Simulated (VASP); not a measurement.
Write the native input for VASP 6.6.1 that does the following.

```yaml
Task: single point
Functional: RPBE
Dispersion: D3(BJ)
Potentials_or_basis: VASP PAW PBE potentials, release 64 (Ta_pv, N)
Cutoff: 520 eV
k_mesh: 8 × 8 × 7
Occupations: gaussian, width 0.05 eV
Spin: non-collinear spin, zero start, spin-orbit coupling
Starting_moments: "[[0.0, 0.0, 0.0], [0.0, 0.0, 0.0]] μB"
Hubbard_terms: Ta d U = 3.0 eV
Dipole_correction: no
Further_INCAR_settings: ALGO = Normal; EDIFF = 1e-06; NBANDS = 28
```

The structure of TaN lies in POSCAR:

```
TaN
1.0
    2.9956224723      0.0000000000      0.0000000000
   -1.4978112361      2.5942851611      0.0000000000
    0.0000000000      0.0000000000      2.9395437670
Ta N
1 1
Direct
    0.0000000000      0.0000000000      0.5000000000
    0.6666666667      0.3333333333      0.0000000000
```

These files were run (other wordings do the same):

INCAR

```
SYSTEM = TaN
PREC = Accurate ; ENCUT = 520
EDIFF = 1E-6 ; ISMEAR = 0
SIGMA = 0.05 ; LREAL = .FALSE.
LASPH = .TRUE. ; NELM = 150
ALGO = Normal ; ISIF = 2
LWAVE = .FALSE. ; LCHARG = .FALSE.
MAGMOM = 0 0 0 0 0 0 ; LORBIT = 11
LSORBIT = .TRUE. ; GGA_COMPAT = .FALSE.
LORBMOM = .TRUE. ; LMAXMIX = 4
LDAU = .TRUE. ; LDAUTYPE = 2
LDAUL = 2 -1 ; LDAUU = 3 0
LDAUJ = 0 0 ; LDAUPRINT = 1
GGA = RP ; IVDW = 12
NBANDS = 28
```

KPOINTS

```
regular mesh
0
G
  8 8 7
  0 0 0
```

Potentials or basis: VASP PAW PBE potentials, release 64 (Ta_pv, N).

Run with:

```bash
$ cat potpaw_PBE.64/Ta_pv/POTCAR potpaw_PBE.64/N/POTCAR > POTCAR
$ mpirun -np 1 vasp_ncl > vasp.out
```

It gave:

| Quantity | Value |
| --- | --- |
| Pressure | -38.7 GPa |
| Net moment | 0.00 μB per cell |
| Valence electrons inside the program's atomic spheres | Ta 8.79; N 3.72 |
| Dispersion energy per atom | -2.597 eV |

Caveat: the cell stands under tension; the PAW data sets were made with another functional, which shifts forces and pressure a little.

Run time: 99 s on 1 thread of Intel(R) Xeon(R) Platinum 8175M CPU @ 2.50GHz (Skylake/Cascade Lake), with other jobs on the host, peak memory 0.24 GiB.
